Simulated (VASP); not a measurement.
A run of VASP 6.6.1:

File INCAR:

```
SYSTEM = LaP2Ru2
PREC = Accurate ; ENCUT = 520
EDIFF = 1E-7 ; ISMEAR = 0
SIGMA = 0.05 ; LREAL = .False.
LASPH = .True. ; NELM = 80
ALGO = Normal ; ISIF = 2
LWAVE = .False. ; LCHARG = .False.
GGA = B5 ; ALDAX = 1.0
AGGAX = 1.0 ; AGGAC = 1.0
ALDAC = 0.0 ; IVDW = 12
VDW_S6 = 1.0 ; VDW_S8 = 2.6996
VDW_A1 = 0.4298 ; VDW_A2 = 4.2359
NBANDS = 32
```

File KPOINTS:

```
Automatic mesh
0
Gamma
  10 10 10
  0 0 0
```

POSCAR

```
LaP2Ru2
1.0
   -2.0203226513      2.0203226513      5.2762569582
    2.0203226513     -2.0203226513      5.2762569582
    2.0203226513      2.0203226513     -5.2762569582
La P Ru
1 2 2
Direct
    0.0000000000      0.0000000000      0.0000000000
    0.6390805392      0.6390805392      0.0000000000
    0.3609194608      0.3609194608      0.0000000000
    0.7500000000      0.2500000000      0.5000000000
    0.2500000000      0.7500000000      0.5000000000
```

Potentials or basis: VASP PAW PBE potentials, release 64 (La, P, Ru_pv).

The run is started by

```console
$ cat potpaw_PBE.64/La/POTCAR potpaw_PBE.64/P/POTCAR potpaw_PBE.64/Ru_pv/POTCAR > POTCAR
$ mpirun -np 1 vasp_std > vasp.out
```

Hardware: 1 thread of Intel(R) Xeon(R) Platinum 8488C (Sapphire Rapids), on a shared host.

Estimate the wall time of this run.

Run time: 12 min on 1 thread of Intel(R) Xeon(R) Platinum 8488C (Sapphire Rapids), with other jobs on the host, peak memory 0.55 GiB. Counts: scf iterations 17, k points 102.
